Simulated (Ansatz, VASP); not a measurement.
Two plane-wave programs on Na3F2

```
Na F
1.0
     1.73970    1.00441    8.06438
    -1.73970    1.00441    8.06438
     0.00000   -2.00883    8.06438
Na F
3 2
Direct
  0.00000 0.00000 0.00000
  0.20950 0.20950 0.20950
  0.79050 0.79050 0.79050
  0.40000 0.40000 0.40000
  0.60000 0.60000 0.60000
```

Alike in both runs: task relaxation of cell and atoms; functional PBE; k mesh 6 × 6 × 6; occupations gaussian, width 0.1 eV; no spin polarisation.

|  | VASP | Ansatz |
| --- | --- | --- |
| version | VASP 6.6.1 | Ansatz 0.2.0 |
| potentials or method | VASP PAW PBE potentials, release 64 (Na_pv, F), cutoff 600 eV | scalar-relativistic, plane waves, PAW |
| valence electrons in the cell | 35 | 41 |

```csv
,VASP,Ansatz,Ansatz less VASP
"gap on the k mesh at the Fermi level, each at its own relaxed structure (eV)",none,none,-
relaxed volume (Å³/atom),17.14,17.17,+0.021
relaxed cell length with the largest relative difference (Å),8.860,8.862,+0.0021
```

A gap of «none» marks a metal or a gap that the smearing closes. VASP's potentials hold 35 valence electrons a cell and Ansatz's 41, so a difference there can come from the potentials and not from the codes.
